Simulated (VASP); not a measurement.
# Sn2GeSe3 (R-3m) in VASP: notebook

Aim: see how the results for Sn2GeSe3 move with the level of theory and the settings. Levels: PBE, PBEsol. Tasks: density of states.

Program: VASP 6.6.1. These are calculated values, not measurements. Logs are shortened: lines on timing, memory, paths and dates and some standing lists are left out, and cuts for length are marked.

### 1 The cell of the first run

It takes space group R-3m (No. 166, trigonal). The conventional cell has a = 7.498 Å, b = 7.498 Å, c = 10.572 Å, α = 90.00°, β = 90.00°, γ = 120.00°. Sn (site symmetry 3m) has 3 Se at 2.78 Å and 1 Ge at 3.51 Å and 1 Sn at 3.55 Å within 3.7 Å. Within 3.7 Å of Ge (site symmetry -3m) lie 6 Se at 2.79 Å and 2 Sn at 3.51 Å. Within 3.7 Å of Se (site symmetry 2/m) lie 2 Sn at 2.78 Å and 2 Ge at 2.79 Å.

### 2 Density of states, PBE

POSCAR

```
Sn2GeSe3
1.0
    3.7489776857      2.1644732761      3.5241504325
   -3.7489776857      2.1644732761      3.5241504325
    0.0000000000     -4.3289465521      3.5241504325
Sn Ge Se
2 1 3
Direct
    0.6681063188      0.6681063188      0.6681063188
    0.3318936812      0.3318936812      0.3318936812
    0.0000000000      0.0000000000      0.0000000000
    0.0000000000      0.5000000000      0.0000000000
    0.5000000000      0.0000000000      0.0000000000
    0.0000000000      0.0000000000      0.5000000000
```

INCAR.step1

```
ALGO = Normal ; EDIFF = 1E-6
ENCUT = 520 ; GGA = PE
ISIF = 2 ; ISMEAR = 0
LASPH = T ; LCHARG = T
LREAL = F ; LWAVE = F
NBANDS = 39 ; NELM = 80
PREC = Accurate ; SIGMA = 0.1
```

KPOINTS.step1

```
k-points
0
Gamma
  6 6 6
```

INCAR.step2

```
ALGO = Normal ; EDIFF = 1E-6
ENCUT = 520 ; GGA = PE
ICHARG = 11 ; ISIF = 2
ISMEAR = -5 ; LASPH = T
LCHARG = F ; LORBIT = 10
LREAL = F ; LWAVE = F
NBANDS = 39 ; NEDOS = 1001
NELM = 80 ; PREC = Accurate
SIGMA = 0.1
```

KPOINTS.step2

```
k-points
0
Gamma
  9 9 9
```

Potentials or basis: VASP PAW PBE potentials, release 64 (Sn_d, Ge_d, Se).

Command:

```bash
> cat potpaw_PBE.64/Sn_d/POTCAR potpaw_PBE.64/Ge_d/POTCAR potpaw_PBE.64/Se/POTCAR > POTCAR
> cp INCAR.step1 INCAR
> cp KPOINTS.step1 KPOINTS
> mpirun -np 1 vasp_std > vasp.out
> cp INCAR.step2 INCAR
> cp KPOINTS.step2 KPOINTS
> mpirun -np 1 vasp_std > vasp.out
```

OUTCAR:

```text
EDIFF = 1E-6
   ENCUT = 520
   GGA = PE
   ICHARG = 11
   ISIF = 2
   ISMEAR = -5
   LASPH = T
   LORBIT = 10
   LREAL = F
   NELM = 80
   PREC = Accurate

 ion  position               nearest neighbor table
   1  0.668  0.668  0.668-   4 2.78   5 2.78   6 2.78   2 3.55
   2  0.332  0.332  0.332-   4 2.78   5 2.78   6 2.78   1 3.55
   3  0.000  0.000  0.000-   4 2.79   5 2.79   4 2.79   5 2.79   6 2.79   6 2.79
   4  0.000  0.500  0.000-   1 2.78   2 2.78   3 2.79   3 2.79
   5  0.500  0.000  0.000-   1 2.78   2 2.78   3 2.79   3 2.79
   6  0.000  0.000  0.500-   1 2.78   2 2.78   3 2.79   3 2.79

  LATTYP: Found a trigonal (rhomboedric) cell.
 ALAT       =     5.5820618522
 COS(alpha) =     0.0978756242

  Lattice vectors:

 A1 = (   3.7489776857,   2.1644732761,   3.5241504325)
 A2 = (  -3.7489776857,   2.1644732761,   3.5241504325)
 A3 = (   0.0000000000,  -4.3289465521,   3.5241504325)

Analysis of symmetry for initial positions (statically):
=====================================================================
 Subroutine PRICEL returns:
 Original cell was already a primitive cell.

 Routine SETGRP: Setting up the symmetry group for a
 trigonal (rhombohedral) supercell.

 Subroutine GETGRP returns: Found 12 space group operations
 (whereof 12 operations were pure point group operations)
 out of a pool of 12 trial point group operations.

The static configuration has the point symmetry D_3d.

Analysis of symmetry for dynamics (positions and initial velocities):
=====================================================================
 Subroutine PRICEL returns:
 Original cell was already a primitive cell.

 Routine SETGRP: Setting up the symmetry group for a
 trigonal (rhombohedral) supercell.

 Subroutine GETGRP returns: Found 12 space group operations
 (whereof 12 operations were pure point group operations)
 out of a pool of 12 trial point group operations.

The dynamic configuration has the point symmetry D_3d.

 Subroutine INISYM returns: Found 12 space group operations
 (whereof 12 operations are pure point group operations),
 and found     1 'primitive' translations

----------------------------------------------------------------------------------------

                                     Primitive cell

  volume of cell :     171.5816

  direct lattice vectors                    reciprocal lattice vectors
     3.748977686  2.164473276  3.524150432     0.133369692  0.077001028  0.094585444
    -3.748977686  2.164473276  3.524150432    -0.133369692  0.077001028  0.094585444
     0.000000000 -4.328946552  3.524150432     0.000000000 -0.154002055  0.094585444

  length of vectors
     5.582061852  5.582061852  5.582061852     0.180729188  0.180729188  0.180729188

  position of ions in fractional coordinates (direct lattice)
     0.668106319  0.668106319  0.668106319
     0.331893681  0.331893681  0.331893681
     0.000000000  0.000000000  0.000000000
     0.000000000  0.500000000  0.000000000
     0.500000000  0.000000000  0.000000000
     0.000000000  0.000000000  0.500000000

  ion indices of the primitive-cell ions
   primitive index   ion index
                 1           1
                 2           2
                 3           3
                 4           4
                 5           5
                 6           6

----------------------------------------------------------------------------------------

 KPOINTS: k-points

Automatic generation of k-mesh.
 Grid dimensions read from file:
 generate k-points for:    9    9    9

 Generating k-lattice:

  Cartesian coordinates                     Fractional coordinates (reciprocal lattice)
     0.014818855  0.008555670  0.010509494     0.111111111  0.000000000  0.000000000
    -0.014818855  0.008555670  0.010509494     0.000000000  0.111111111  0.000000000
     0.000000000 -0.017111339  0.010509494     0.000000000  0.000000000  0.111111111

  Length of vectors
     0.020081021  0.020081021  0.020081021

  Shift w.r.t. Gamma in fractional coordinates (k-lattice)
     0.000000000  0.000000000  0.000000000

 TETIRR: Found    369 inequivalent tetrahedra from     4374

 Subroutine IBZKPT returns following result:
 ===========================================

 Found     85 irreducible k-points:

 Following reciprocal coordinates:
            Coordinates               Weight
  0.000000  0.000000  0.000000      1.000000
  0.111111 -0.000000  0.000000      6.000000
  0.222222  0.000000  0.000000      6.000000
  0.333333 -0.000000  0.000000      6.000000
  0.444444  0.000000  0.000000      6.000000
  0.111111  0.111111  0.000000      6.000000
[... 16 lines left out ...]
 -0.333333  0.333333  0.000000      6.000000
  0.444444  0.444444  0.000000      6.000000
 [... further k-points ...]
   k-points           NKPTS =     85   k-points in BZ     NKDIM =     85   number of bands    NBANDS=     39
   number of dos      NEDOS =   1001   number of ions     NIONS =      6
   total plane-waves  NPLWV =  74088
   dimension x,y,z NGX =    42 NGY =   42 NGZ =   42
   dimension x,y,z NGXF=    84 NGYF=   84 NGZF=   84
   ions per type =               2   1   3
   NGX,Y,Z   is equivalent  to a cutoff of  12.51, 12.51, 12.51 a.u.
   NGXF,Y,Z  is equivalent  to a cutoff of  25.02, 25.02, 25.02 a.u.
 SYSTEM =  unknown system
   PREC   = accura    normal or accurate (medium, high low for compatibility)
   ISTART =      0    job   : 0-new  1-cont  2-samecut
   ICHARG =     11    charge: 1-file 2-atom 10-const
   ISPIN  =      1    spin polarized calculation?
   LNONCOLLINEAR =      F non collinear calculations
   LSORBIT =      F    spin-orbit coupling
   LASPH  =      T    aspherical Exc in radial PAW
   ENCUT  =  520.0 eV  38.22 Ry    6.18 a.u.  10.38 10.38 10.38*2*pi/ulx,y,z
   NELM   =     80;   NELMIN=  2; NELMDL=  0     # of ELM steps
   EDIFF  = 0.1E-05   stopping-criterion for ELM
   LREAL  =      F    real-space projection
   EDIFFG = 0.1E-04   stopping-criterion for IOM
   NSW    =      0    number of steps for IOM
   IBRION =     -1    ionic relax: 0-MD 1-quasi-New 2-CG
   NFREE  =      0    steps in history (QN), initial steepest desc. (CG)
   ISIF   =      2    stress and relaxation
   ISYM   =      2    0-nonsym 1-usesym 2-fastsym
   POTIM  = 0.5000    time-step for ionic-motion
   TEBEG  =    0.0;   TEEND  =   0.0 temperature during run
   PSTRESS=    0.0 pullay stress
   NELECT =      60.0000    total number of electrons
   NUPDOWN=      -1.0000    fix difference up-down
   EMIN   =  10.00;   EMAX   =-10.00  energy-range for DOS
   EFERMI =   0.00;   METHOD = LEGACY
   ISMEAR =    -5;   SIGMA  =   0.10  broadening in eV -4-tet -1-fermi 0-gaus
   EFERMI_NEDOS =   21; number of points for ismear=-14 and -15
   IALGO  =     38    algorithm
   IMIX   =      4    mixing-type and parameters
     AMIX     =   0.40;   BMIX     =  1.00
     AMIX_MAG =   1.60;   BMIX_MAG =  1.00
  volume/ion in A,a.u.               =      28.60       192.98
  Fermi-wavevector in a.u.,A,eV,Ry     =   1.153369  2.179552 18.099291  1.330260
  Thomas-Fermi vector in A             =   2.290014
   LORBIT       =     10    0 simple, 1 ext, 2 COOP (PROOUT), +10 PAW based schemes
   GGA     = PE    functional components
   LHFCALC =     F    Hartree Fock is set to
   AEXX    =    0.0000 exact exchange contribution
   IVDW    =     0    specifies the selected vdW correction
   LEPSILON=     F    determine dielectric tensor
   LRPA    =     F    only Hartree local field effects (RPA)
 non-spin polarized calculation
 Fermi weights with tetrahedron method with Bloechl corrections
  energy-cutoff  :      520.00
  volume of cell :      171.58
 maximum number of plane-waves:      4644
 NGX is ok and might be reduce to    42

 number of electron      60.0000009 magnetization

 Free energy of the ion-electron system (eV)
  ---------------------------------------------------
  ext. energy  EPLUGINS =         0.00000000
  ---------------------------------------------------
  free energy    TOTEN  =       -23.79077630 eV

  energy without entropy =      -23.79077630  energy(sigma->0) =      -23.79077630

 E-fermi :   4.2881     XC(G=0):  -9.1657

 val. band max:        4.1925384544   @ k =   0.4444   0.4444   0.3333
 cond. band min:       4.2505095538   @ k =   0.1111  -0.0000   0.0000
 fundamental gap:      0.0579710994
 Fermi energy:         4.2881199017

 k-point     1 :       0.0000    0.0000    0.0000
  band No.  band energies     occupation
      1     -20.5307      2.00000
      2     -20.5307      2.00000
      3     -20.5270      2.00000
      4     -20.5152      2.00000
      5     -20.5152      2.00000
      6     -17.7239      2.00000
[... 31 lines left out ...]
     38       9.1841      0.00000
     39      10.0242      0.00000

 k-point     2 :       0.1111   -0.0000    0.0000
  band No.  band energies     occupation
      1     -20.5307      2.00000
      2     -20.5307      2.00000
      3     -20.5270      2.00000
      4     -20.5153      2.00000
      5     -20.5152      2.00000
      6     -17.7239      2.00000
[... 31 lines left out ...]
     38       9.4212      0.00000
     39       9.6320      0.00000

 k-point     3 :       0.2222    0.0000    0.0000
  band No.  band energies     occupation
      1     -20.5307      2.00000
      2     -20.5305      2.00000
      3     -20.5270      2.00000
      4     -20.5153      2.00000
      5     -20.5153      2.00000
      6     -17.7238      2.00000
[... 832 lines left out ...]
 k-point    23 :      -0.3333    0.3333    0.0000
  band No.  band energies     occupation
      1     -20.5305      2.00000
      2     -20.5300      2.00000
      3     -20.5270      2.00000
      4     -20.5153      2.00000
      5     -20.5153      2.00000
      6     -17.7254      2.00000
[... 31 lines left out ...]
     38       8.8543      0.00000
     39      10.0036      0.00000

 k-point    24 :       0.4444    0.4444    0.0000
  band No.  band energies     occupation
      1     -20.5304      2.00000
      2     -20.5297      2.00000
      3     -20.5270      2.00000
      4     -20.5153      2.00000
      5     -20.5153      2.00000
      6     -17.7264      2.00000
[... 31 lines left out ...]
     38       9.0684      0.00000
     39       9.9271      0.00000

 [... further k-points ...]
[... 5 lines left out ...]
  --------------------------------------------------------------------------------------
  -------------------------------------------------------------------------------------
  Total        0.4235853      0.4235853      0.0801939      0.0000000      0.0000000      0.0000000
  in kB        3.9553115      3.9553115      0.7488261      0.0000000      0.0000000      0.0000000
  external PRESSURE =       2.8864830 kB  Pullay stress =       0.0000000 kB

 VOLUME and BASIS-vectors are now :
 -----------------------------------------------------------------------------
  energy-cutoff  :      520.00
  volume of cell :      171.58
      direct lattice vectors                 reciprocal lattice vectors
     3.748977686  2.164473276  3.524150432     0.133369692  0.077001028  0.094585444
    -3.748977686  2.164473276  3.524150432    -0.133369692  0.077001028  0.094585444
     0.000000000 -4.328946552  3.524150432     0.000000000 -0.154002055  0.094585444

 POSITION                                       TOTAL-FORCE (eV/Angst)
 -----------------------------------------------------------------------------------
      0.00000      0.00000      7.06352        -0.000000     -0.000000     -0.002043
      0.00000      0.00000      3.50893        -0.000000      0.000000      0.002043
      0.00000      0.00000      0.00000         0.000000     -0.000000      0.000000
     -1.87449      1.08224      1.76208         0.000000     -0.000000      0.000000
      1.87449      1.08224      1.76208         0.000000     -0.000000      0.000000
      0.00000     -2.16447      1.76208        -0.000000     -0.000000      0.000000
 -----------------------------------------------------------------------------------
    total drift:                                0.000000     -0.000000      0.000000

  FREE ENERGIE OF THE ION-ELECTRON SYSTEM (eV)
  ---------------------------------------------------
  free  energy   TOTEN  =       -23.7907762952 eV

  energy  without entropy=      -23.7907762952  energy(sigma->0) =      -23.79077630

 total charge

# of ion       s       p       d       tot
------------------------------------------
    1        1.354   0.693   9.983  12.030
    2        1.354   0.693   9.983  12.030
    3        1.343   0.726  10.028  12.097
    4        1.470   2.317   0.025   3.812
    5        1.470   2.317   0.025   3.812
    6        1.470   2.317   0.025   3.812
--------------------------------------------------
tot          8.461   9.065  30.068  47.594
```

It took 5.5 min on 1 thread of Intel Xeon 6975P-C (Granite Rapids), shared host; peak memory 0.61 GiB.

Results:

```yaml
Valence_electrons_inside_the_program's_atomic_spheres: Sn 12.03; Ge 12.10; Se 3.81
```

Levels at points of the mesh, in eV from the Fermi level:
```
           k point  band 28  band 29  band 30  band 31  band 32  band 33
(0.00, 0.00, 0.00)    -1.38    -0.97    -0.61    -0.39     0.18     0.18
```

Caveat: spin-orbit coupling is left out, which moves the levels of the heavy elements; tetrahedron occupations give inexact forces and stress in metals.

### 3 Density of states, PBEsol

POSCAR is that of step 2.

INCAR.step1

```
SYSTEM = Sn2GeSe3
PREC     = Accurate       ! precision mode
ENCUT    = 520            ! plane-wave cutoff, eV
EDIFF    = 1E-6           ! SCF threshold, eV
ISMEAR   = 0              ! smearing method
SIGMA    = 0.1            ! smearing width, eV
LREAL    = .False.        ! projectors in reciprocal space
LASPH    = .True.         ! aspherical terms in the spheres
NELM     = 60             ! most SCF steps
ALGO     = Normal         ! electronic algorithm
ISIF     = 2              ! what is computed and relaxed
LWAVE    = .False.        ! write WAVECAR
LCHARG   = .True.         ! write CHGCAR
GGA      = PS             ! functional
NBANDS   = 39             ! bands
```

KPOINTS.step1

```
regular mesh
0
Gamma
  6 6 6
  0 0 0
```

INCAR.step2

```
SYSTEM = Sn2GeSe3
PREC     = Accurate       ! precision mode
ENCUT    = 520            ! plane-wave cutoff, eV
EDIFF    = 1E-6           ! SCF threshold, eV
ISMEAR   = -5             ! smearing method
SIGMA    = 0.1            ! smearing width, eV
LREAL    = .False.        ! projectors in reciprocal space
LASPH    = .True.         ! aspherical terms in the spheres
NELM     = 60             ! most SCF steps
ALGO     = Normal         ! electronic algorithm
ISIF     = 2              ! what is computed and relaxed
LWAVE    = .False.        ! write WAVECAR
LCHARG   = .False.        ! write CHGCAR
GGA      = PS             ! functional
LORBIT   = 11             ! projections on sites
NBANDS   = 39             ! bands
NEDOS    = 2001           ! points of the DOS
ICHARG   = 11             ! starting density
```

KPOINTS.step2

```
regular mesh
0
Gamma
  9 9 9
  0 0 0
```

Potentials or basis: VASP PAW PBE potentials, release 64 (Sn_d, Ge_d, Se).

Command:

```bash
> cat potpaw_PBE.64/Sn_d/POTCAR potpaw_PBE.64/Ge_d/POTCAR potpaw_PBE.64/Se/POTCAR > POTCAR
> cp INCAR.step1 INCAR
> cp KPOINTS.step1 KPOINTS
> mpirun -np 1 vasp_std > vasp.out
> cp INCAR.step2 INCAR
> cp KPOINTS.step2 KPOINTS
> mpirun -np 1 vasp_std > vasp.out
```

Run time: 5.3 min. Hardware: 1 thread of Intel Xeon 6975P-C (Granite Rapids), shared host; peak memory 0.6 GiB.

Results (log left out):

| Quantity | Value |
| --- | --- |
| Valence electrons inside the program's atomic spheres | Sn 12.03; Ge 12.10; Se 3.80 |

Levels at points of the mesh, in eV from the Fermi level:
| k point | band 26 | band 27 | band 28 | band 29 | band 30 | band 31 | band 32 | band 33 | band 34 | band 35 |
| --- | --- | --- | --- | --- | --- | --- | --- | --- | --- | --- |
| (0.00, 0.00, 0.00) | -3.18 | -1.34 | -1.34 | -0.93 | -0.57 | -0.40 | 0.16 | 0.16 | 3.60 | 3.60 |

Caveat: the PAW data sets were made with another functional, which shifts forces and pressure a little; spin-orbit coupling is left out, which moves the levels of the heavy elements; tetrahedron occupations give inexact forces and stress in metals.
